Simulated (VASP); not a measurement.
Set up this calculation in VASP 6.6.1, as the native input.

```
Task                   : single point
Functional             : r2SCAN
Potentials or basis    : VASP PAW PBE potentials, release 64 (Na_pv, Cl)
Cutoff                 : 520 eV
k mesh                 : 5 × 5 × 5
Occupations            : gaussian, width 0.01 eV
Spin                   : no spin polarisation
Dipole correction      : no
Further INCAR settings : ALGO = Normal; EDIFF = 1e-06; NBANDS = 14
```

The system is NaCl.

```
Na Cl
1.0
     3.45955    0.00000    0.00000
     0.00000    3.45955    0.00000
     0.00000    0.00000    3.45955
Na Cl
1 1
Direct
  0.00000 0.00000 0.00000
  0.50000 0.50000 0.50000
```

One way to write it, as run:

POSCAR

```
NaCl
1.0
    3.4595458397      0.0000000000      0.0000000000
    0.0000000000      3.4595458397      0.0000000000
    0.0000000000      0.0000000000      3.4595458397
Na Cl
1 1
Direct
    0.0000000000      0.0000000000      0.0000000000
    0.5000000000      0.5000000000      0.5000000000
```

INCAR.step1

```
ALGO = Normal
EDIFF = 1E-4
ENCUT = 520
GGA = PE
ISMEAR = 0
LASPH = T
LCHARG = F
LREAL = F
LWAVE = T
NBANDS = 14
NELM = 60
PREC = Accurate
SIGMA = 0.01
```

INCAR.step2

```
ALGO = Normal
EDIFF = 1E-6
ENCUT = 520
ISIF = 2
ISMEAR = 0
ISTART = 1
LASPH = T
LCHARG = F
LMIXTAU = T
LREAL = F
LWAVE = F
METAGGA = R2SCAN
NBANDS = 14
NELM = 60
PREC = Accurate
SIGMA = 0.01
```

KPOINTS

```
k-points
0
Gamma
  5 5 5
```

Potentials or basis: VASP PAW PBE potentials, release 64 (Na_pv, Cl).

Launch:

```sh
$ cat potpaw_PBE.64/Na_pv/POTCAR potpaw_PBE.64/Cl/POTCAR > POTCAR
$ cp INCAR.step1 INCAR
$ mpirun -np 1 vasp_std > vasp.out
$ cp INCAR.step2 INCAR
$ mpirun -np 1 vasp_std > vasp.out
```

Results of the run:

```
Pressure               : -0.3 GPa
Band gap on the k mesh : 5.01 eV, indirect (least direct gap 5.49 eV)
```

Caveat: the PAW data sets were made with another functional, which shifts forces and pressure a little.

It used 29 s of CPU time on 1 thread of AMD EPYC 7R13 Processor (Zen 3), on a shared host.
